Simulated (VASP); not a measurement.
Wanted: the native input for a VASP 6.6.1 run.

| Quantity | Value |
| --- | --- |
| Task | single point |
| Functional | PBE |
| Potentials or basis | VASP PAW PBE potentials, release 64 (Mo_sv, Ru_pv) |
| Cutoff | 520 eV |
| k mesh | 6 × 6 × 1 |
| Occupations | gaussian, width 0.1 eV |
| Spin | no spin polarisation |
| Dipole correction | no |
| Further INCAR settings | ALGO = Fast; EDIFF = 1e-06; NBANDS = 81 |

The structure of Mo2Ru3 lies in POSCAR:

```
Mo2Ru3
1.0
    2.7551127521      0.0000000028      0.0000000000
   -1.3775563785      2.3859976322      0.0000000000
    0.0000000000      0.0000000000     22.1749544715
Mo Ru
4 6
Direct
    0.3333333333      0.6666666667      0.1962923855
    0.3333333333      0.6666666667      0.3987903200
    0.3333333333      0.6666666667      0.6012096800
    0.3333333333      0.6666666667      0.8037076145
    0.3333333333      0.6666666667      0.0000000000
    0.6666666667      0.3333333333      0.0978813990
    0.6666666667      0.3333333333      0.2989714890
    0.6666666667      0.3333333333      0.5000000000
    0.6666666667      0.3333333333      0.7010285110
    0.6666666667      0.3333333333      0.9021186010
```

These files were run (other wordings do the same):

INCAR

```
SYSTEM = Mo2Ru3
PREC     = Accurate       ! precision mode
ENCUT    = 520            ! plane-wave cutoff, eV
EDIFF    = 1E-6           ! SCF threshold, eV
ISMEAR   = 0              ! smearing method
SIGMA    = 0.1            ! smearing width, eV
LREAL    = .False.        ! projectors in reciprocal space
LASPH    = .True.         ! aspherical terms in the spheres
NELM     = 60             ! most SCF steps
ALGO     = Fast           ! electronic algorithm
ISIF     = 2              ! what is computed and relaxed
LWAVE    = .False.        ! write WAVECAR
LCHARG   = .True.         ! write CHGCAR
GGA      = PE             ! functional
LELF     = .True.         ! ELF
LVHAR    = .True.       
NBANDS   = 81             ! bands
```

KPOINTS

```
Automatic mesh
0
Gamma
  6 6 1
  0 0 0
```

Potentials or basis: VASP PAW PBE potentials, release 64 (Mo_sv, Ru_pv).

The run is started by

```sh
$ cat potpaw_PBE.64/Mo_sv/POTCAR potpaw_PBE.64/Ru_pv/POTCAR > POTCAR
$ mpirun -np 1 vasp_std > vasp.out
```

Results of the run:

- Pressure: 0.2 GPa
- Largest force: 0.012 eV/Å
- Band gap on the k mesh: zero (band 70 reaches 13.75 eV, above the bottom of band 71 at 11.48 eV)

Caveat: the k points lie up to 0.44 Å⁻¹ apart.

Run time: 2.4 min on 1 thread of Intel(R) Xeon(R) 6975P-C (Granite Rapids), with other jobs on the host, peak memory 0.27 GiB.
